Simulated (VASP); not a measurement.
BN (k07):

```
B N
1.0
     2.53600    0.00000    0.00000
    -1.26800    2.19624    0.00000
     0.00000    0.00000    4.19900
B N
2 2
Direct
  0.66667 0.33333 0.00000
  0.33333 0.66667 0.50000
  0.66667 0.33333 0.37500
  0.33333 0.66667 0.87500
```

| Property | Result |
| --- | --- |
| Program | VASP 6.6.1 |
| Task | relaxation of cell and atoms |
| Functional | PBE |
| Potentials or basis | VASP PAW PBE potentials, release 64 (B, N) |
| Cutoff | 600 eV |
| k mesh | 15 × 15 × 8 |
| Occupations | gaussian, width 0.02 eV |
| Spin | no spin polarisation |

At the start: pressure 8.0 GPa; volume 5.85 Å³/atom.

**Question.** How do energy, volume and symmetry change on relaxing?

**Answer.** Over 8 steps the energy falls by 3.0 meV/atom and the volume is 5.97 Å³/atom (+2.1 %); space group P6_3mc (No. 186, to 0.05 Å).

Step by step:
| step | energy change (eV) | largest force (eV/Å) | pressure (GPa) | volume (Å³) |
| --- | --- | --- | --- | --- |
| 1 | 0.0000 | 0.0578 | 7.99 | 23.39 |
| 2 | 0.0010 | 0.1020 | -7.70 | 24.39 |
| 3 | -0.0120 | 0.0246 | 0.02 | 23.87 |
| 4 | -0.0120 | 0.0230 | 0.16 | 23.86 |
| 5 | -0.0120 | 0.0237 | 0.09 | 23.87 |
| 6 | -0.0121 | 0.0016 | 0.13 | 23.86 |
| 7 | -0.0121 | 0.0009 | -0.08 | 23.88 |
| 8 | -0.0121 | 0.0001 | 0.00 | 23.87 |

Final structure:
```xyz
4
Lattice="2.5545 0.0000 0.0000 -1.2772 2.2123 0.0000 0.0000 0.0000 4.2244" Properties=species:S:1:pos:R:3 pbc="T T T"
B     1.2772    0.7374    0.0008
B     0.0000    1.4748    2.1130
N     1.2772    0.7374    1.5833
N     0.0000    1.4748    3.6955
```
